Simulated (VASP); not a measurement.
Write the native input for VASP 6.6.1 that does the following.

- Task: single point
- Functional: PBEsol
- Potentials or basis: VASP PAW PBE potentials, release 64 (N)
- Cutoff: 520 eV
- k mesh: 3 × 3 × 3
- Occupations: fermi-dirac, width 0.05 eV
- Spin: no spin polarisation
- Dipole correction: no
- Further INCAR settings: ALGO = Normal; EDIFF = 1e-07; NBANDS = 30

The structure of N lies in POSCAR:

```
N
1.0
    6.0324792848      0.0000000000      0.0000000000
    0.0000000000      6.0324792848      0.0000000000
    0.0000000000      0.0000000000      6.0324792848
N
8
Direct
    0.0526237592      0.0526237592      0.0526237592
    0.4473762408      0.9473762408      0.5526237592
    0.5526237592      0.4473762408      0.9473762408
    0.9473762408      0.5526237592      0.4473762408
    0.9473762408      0.9473762408      0.9473762408
    0.5526237592      0.0526237592      0.4473762408
    0.4473762408      0.5526237592      0.0526237592
    0.0526237592      0.4473762408      0.5526237592
```

These files were run (other wordings do the same):

INCAR

```
PREC = Accurate ; ENCUT = 520
EDIFF = 1E-7 ; ISMEAR = -1
SIGMA = 0.05 ; LREAL = F
LASPH = T ; NELM = 60
ALGO = Normal ; ISIF = 2
LWAVE = F ; LCHARG = T
GGA = PS ; LELF = T
LVHAR = T ; NBANDS = 30
```

KPOINTS

```
Automatic mesh
0
Gamma
  3 3 3
```

Potentials or basis: VASP PAW PBE potentials, release 64 (N).

The run is started by

```console
$ cat potpaw_PBE.64/N/POTCAR > POTCAR
$ mpirun -np 1 vasp_std > vasp.out
```

Results of the run:

```yaml
Pressure: 1.8 GPa
Largest_force: 1.871 eV/Å
Band_gap_on_the_k_mesh: 7.59 eV, indirect (least direct gap 7.60 eV)
```

Caveat: the standard files for N, O and F lose accuracy on very short bonds; the PAW data sets were made with another functional, which shifts forces and pressure a little.

Run time: 16 s on 1 thread of Intel(R) Xeon(R) 6975P-C (Granite Rapids) (shared host), peak memory 0.3 GiB.
